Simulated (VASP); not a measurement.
# Mn (P6/mmm) in VASP: single point with BLYP

Aim: the single point of Mn with BLYP.

All numbers are computed with VASP 6.6.1; they aren't measurements. Logs are shortened: lines on timing, memory, paths and dates and some standing lists are left out, and cuts for length are marked.

## 1. The cell of the first run

The structure is hexagonal, space group P6/mmm (No. 191). Conventional cell: a = 3.888 Å, b = 3.888 Å, c = 2.459 Å, α = 90.00°, β = 90.00°, γ = 120.00°. Mn (site symmetry 6/mmm) has 14 Mn at 2.46 to 2.56 Å within 3.2 Å. Within 3.0 Å of Mn (site symmetry -6m2) lie 11 Mn at 2.25 to 2.56 Å.

## 2. Single point, BLYP, collinear spin, ferromagnetic start (volume scaled by 0.96)

INCAR reads:

```
AGGAC = 1.0 ; AGGAX = 1.0
ALDAC = 0.0 ; ALDAX = 1.0
ALGO = Normal ; EDIFF = 1E-7
ENCUT = 520 ; GGA = B5
ISIF = 2 ; ISMEAR = -1
ISPIN = 2 ; LASPH = True
LCHARG = False ; LMAXMIX = 4
LORBIT = 11 ; LREAL = False
LWAVE = False ; MAGMOM = 3 3 3
NBANDS = 30 ; NELM = 150
PREC = Accurate ; SIGMA = 0.05
```

KPOINTS reads:

```
k-points
0
Gamma
  10 10 14
```

POSCAR reads:

```
Mn
1.0
    3.8884954446      0.0000000000      0.0000000000
   -1.9442477223      3.3675358375      0.0000000000
    0.0000000000      0.0000000000      2.4594334330
Mn
3
Direct
    1.0000000000      0.0000000000      0.0000000000
    0.3333333333      0.6666666667      0.5000000000
    0.6666666667      0.3333333333      0.5000000000
```

Potentials or basis: VASP PAW PBE potentials, release 64 (Mn_pv).

Command:

```console
> cat potpaw_PBE.64/Mn_pv/POTCAR > POTCAR
> mpirun -np 1 vasp_std > vasp.out
```

OUTCAR:

```text
EDIFF = 1E-7
   ENCUT = 520
   GGA = B5
   ISIF = 2
   ISMEAR = -1
   ISPIN = 2
   LASPH = True
   LORBIT = 11
   LREAL = False
   NELM = 150
   PREC = Accurate

 ion  position               nearest neighbor table
   1  0.000  0.000  0.000-   2 2.56   3 2.56   2 2.56   3 2.56   2 2.56   2 2.56   3 2.56   3 2.56
                             3 2.56   3 2.56   2 2.56   2 2.56
   2  0.333  0.667  0.500-   3 2.25   3 2.25   3 2.25   1 2.56   1 2.56   1 2.56   1 2.56   1 2.56
                             1 2.56
   3  0.667  0.333  0.500-   2 2.25   2 2.25   2 2.25   1 2.56   1 2.56   1 2.56   1 2.56   1 2.56
                             1 2.56

  LATTYP: Found a hexagonal cell.
 ALAT       =     3.8884954446
 C/A-ratio  =     0.6324897298

  Lattice vectors:

 A1 = (   3.8884954446,   0.0000000000,   0.0000000000)
 A2 = (  -1.9442477223,   3.3675358375,   0.0000000000)
 A3 = (   0.0000000000,   0.0000000000,   2.4594334330)

Analysis of symmetry for initial positions (statically):
=====================================================================
 Subroutine PRICEL returns:
 Original cell was already a primitive cell.

 Routine SETGRP: Setting up the symmetry group for a
 hexagonal supercell.

 Subroutine GETGRP returns: Found 24 space group operations
 (whereof 24 operations were pure point group operations)
 out of a pool of 24 trial point group operations.

The static configuration has the point symmetry D_6h.

Analysis of symmetry for dynamics (positions and initial velocities):
=====================================================================
 Subroutine PRICEL returns:
 Original cell was already a primitive cell.

 Routine SETGRP: Setting up the symmetry group for a
 hexagonal supercell.

 Subroutine GETGRP returns: Found 24 space group operations
 (whereof 24 operations were pure point group operations)
 out of a pool of 24 trial point group operations.

The dynamic configuration has the point symmetry D_6h.

Analysis of structural, dynamic, and magnetic symmetry:
=====================================================================
 Subroutine PRICEL returns:
 Original cell was already a primitive cell.

 Routine SETGRP: Setting up the symmetry group for a
 hexagonal supercell.

 Subroutine GETGRP returns: Found 24 space group operations
 (whereof 24 operations were pure point group operations)
 out of a pool of 24 trial point group operations.

The overall configuration has the point symmetry D_6h.

 Subroutine INISYM returns: Found 24 space group operations
 (whereof 24 operations are pure point group operations),
 and found     1 'primitive' translations

[... 117 lines left out ...]
  volume/ion in A,a.u.               =      10.74        72.44
  Fermi-wavevector in a.u.,A,eV,Ry     =   1.744965  3.297506 41.428421  3.044903
  Thomas-Fermi vector in A             =   2.816743
   LORBIT       =     11    0 simple, 1 ext, 2 COOP (PROOUT), +10 PAW based schemes
   GGA     = B5    functional components
   LHFCALC =     F    Hartree Fock is set to
   AEXX    =    0.0000 exact exchange contribution
   IVDW    =     0    specifies the selected vdW correction
   LEPSILON=     F    determine dielectric tensor
   LRPA    =     F    only Hartree local field effects (RPA)
 spin polarized calculation
  energy-cutoff  :      520.00
  volume of cell :       32.21
 maximum number of plane-waves:       915
 NGX is ok and might be reduce to    30
   NGX = 15   NGY = 15   NGZ =  9

 number of electron      39.0000027 magnetization       0.0288005

 number of electron      39.0000027 magnetization      -0.0000622

 Free energy of the ion-electron system (eV)
  ---------------------------------------------------
  ext. energy  EPLUGINS =         0.00000000
  ---------------------------------------------------
  free energy    TOTEN  =       -23.20633145 eV

  energy without entropy =      -23.17979737  energy(sigma->0) =      -23.19306441

 E-fermi :  10.9047     XC(G=0): -13.4237

 val. band max:       10.8892338783   @ k =   0.0000   0.0000   0.0714
 cond. band min:      10.9147406768   @ k =   0.2000   0.0000   0.2143
 fundamental gap:      0.0255067986
 Fermi energy:        10.9047391237

 spin component 1

 k-point     1 :       0.0000    0.0000    0.0000
  band No.  band energies     occupation
      1     -37.1776      1.00000
      2     -37.1776      1.00000
      3     -36.8109      1.00000
      4     -36.8109      1.00000
      5     -36.7082      1.00000
      6     -36.5177      1.00000
[... 781 lines left out ...]
     29      27.0932      0.00000
     30      28.9713      0.00000

 [... further k-points ...]

 spin component 2

 k-point     1 :       0.0000    0.0000    0.0000
  band No.  band energies     occupation
      1     -37.1776      1.00000
      2     -37.1776      1.00000
      3     -36.8110      1.00000
      4     -36.8110      1.00000
      5     -36.7082      1.00000
      6     -36.5176      1.00000
[... 781 lines left out ...]
     29      27.0932      0.00000
     30      28.9712      0.00000

 [... further k-points ...]
[... 5 lines left out ...]
  --------------------------------------------------------------------------------------
  -------------------------------------------------------------------------------------
  Total        2.3417447      2.3417447      2.0547458      0.0000000      0.0000000     -0.0000000
  in kB      116.4987428    116.4987428    102.2209230      0.0000000      0.0000000     -0.0000000
  external PRESSURE =     111.7394695 kB  Pullay stress =       0.0000000 kB

 VOLUME and BASIS-vectors are now :
 -----------------------------------------------------------------------------
  energy-cutoff  :      520.00
  volume of cell :       32.21
      direct lattice vectors                 reciprocal lattice vectors
     3.888495445  0.000000000  0.000000000     0.257168875  0.148476519  0.000000000
    -1.944247722  3.367535838  0.000000000     0.000000000  0.296953039  0.000000000
     0.000000000  0.000000000  2.459433433     0.000000000  0.000000000  0.406597709

 POSITION                                       TOTAL-FORCE (eV/Angst)
 -----------------------------------------------------------------------------------
      0.00000      0.00000      0.00000         0.000000      0.000000      0.000000
     -0.00000      2.24502      1.22972        -0.000000     -0.000000      0.000000
      1.94425      1.12251      1.22972        -0.000000      0.000000      0.000000
 -----------------------------------------------------------------------------------
    total drift:                               -0.000000      0.000000      0.000000

  FREE ENERGIE OF THE ION-ELECTRON SYSTEM (eV)
  ---------------------------------------------------
  free  energy   TOTEN  =       -23.2063314481 eV

  energy  without entropy=      -23.1797973696  energy(sigma->0) =      -23.19306441

 total charge

# of ion       s       p       d       tot
------------------------------------------
    1        0.402   6.375   5.209  11.985
    2        0.432   6.397   5.267  12.096
    3        0.432   6.397   5.267  12.096
--------------------------------------------------
tot          1.266  19.170  15.742  36.177

 magnetization (x)

# of ion       s       p       d       tot
------------------------------------------
    1       -0.000  -0.000  -0.000  -0.000
    2        0.000   0.000   0.000   0.000
    3        0.000   0.000   0.000   0.000
--------------------------------------------------
tot          0.000  -0.000  -0.000  -0.000
```

Wall time 3.1 min (1 thread of Intel Xeon 6975P-C (Granite Rapids), shared host); peak memory 0.26 GiB.

Results:

| Item | Value |
| --- | --- |
| Free energy | -23.2063 eV |
| Pressure | 11.2 GPa |
| Net moment | 0.00 μB per cell |
| Valence electrons inside the program's atomic spheres | Mn 11.98, 12.10 |

Levels at points of the mesh, in eV from the Fermi level:
Spin up:
| k point | band 17 | band 18 | band 19 | band 20 | band 21 | band 22 |
| --- | --- | --- | --- | --- | --- | --- |
| (0.00, 0.00, 0.00) | -1.07 | -0.54 | -0.54 | -0.13 | -0.13 | -0.02 |
| (0.50, 0.00, 0.00) | -1.06 | -1.00 | 0.03 | 0.12 | 1.22 | 1.40 |
| (0.00, 0.00, 0.50) | -0.72 | -0.56 | -0.56 | 1.41 | 1.41 | 1.79 |
| (0.50, 0.00, 0.50) | -0.69 | -0.61 | 0.09 | 0.42 | 1.17 | 1.57 |
Spin down:
| k point | band 15 | band 16 | band 17 | band 18 | band 19 | band 20 | band 21 | band 22 | band 23 | band 24 |
| --- | --- | --- | --- | --- | --- | --- | --- | --- | --- | --- |
| (0.00, 0.00, 0.00) | -2.10 | -1.66 | -1.07 | -0.54 | -0.54 | -0.13 | -0.13 | -0.02 | -0.02 | 1.96 |
| (0.50, 0.00, 0.00) | -2.30 | -1.47 | -1.06 | -1.00 | 0.03 | 0.12 | 1.22 | 1.40 | 1.43 | 1.45 |
| (0.00, 0.00, 0.50) | -2.72 | -0.72 | -0.72 | -0.56 | -0.56 | 1.41 | 1.41 | 1.79 | 1.79 | 2.36 |
| (0.50, 0.00, 0.50) | -1.98 | -1.31 | -0.69 | -0.61 | 0.09 | 0.42 | 1.17 | 1.57 | 1.73 | 2.21 |

Caveat: the starting moments collapsed, and a magnetic state may lie lower; the PAW data sets were made with another functional, which shifts forces and pressure a little.
